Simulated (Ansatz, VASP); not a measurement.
## Two plane-wave programs on BaTa2

```xyz
3
Lattice="0.0000 3.3386 3.3386 3.3386 0.0000 3.3386 3.3386 3.3386 0.0000" Properties=species:S:1:pos:R:3 pbc="T T T"
Ba    0.0000    0.0000    0.0000
Ta    1.6693    1.6693    1.6693
Ta    5.0079    5.0079    5.0079
```

Alike in both runs: functional PBE; k mesh 4 × 4 × 4; occupations gaussian, width 0.1 eV; no spin polarisation.

Ansatz relaxed the structure, and its values are those at the end. VASP's run is a single point on that final structure, the one shown.

|  | VASP | Ansatz |
| --- | --- | --- |
| version | VASP 6.6.1 | Ansatz 0.2.0 |
| potentials or method | VASP PAW PBE potentials, release 64 (Ba_sv, Ta_pv), cutoff 520 eV | scalar-relativistic, plane waves, PAW |
| valence electrons in the cell | 32 | 36 |

Ansatz gave:

* gap on the k mesh at the Fermi level (eV): none
* pressure (GPa): 0.1

Question: Which values does VASP return?

Answer: gap on the k mesh at the Fermi level (eV): none; pressure (GPa): 2.8.

A gap of «none» marks a metal or a gap that the smearing closes. The functional is the same, so the differences come from potentials, cutoffs and numerics. VASP's potentials hold 32 valence electrons a cell and Ansatz's 36, so a difference there can come from the potentials and not from the codes.

The k mesh is coarse, so the values compare programs but aren't converged. Spin-orbit coupling is off throughout.
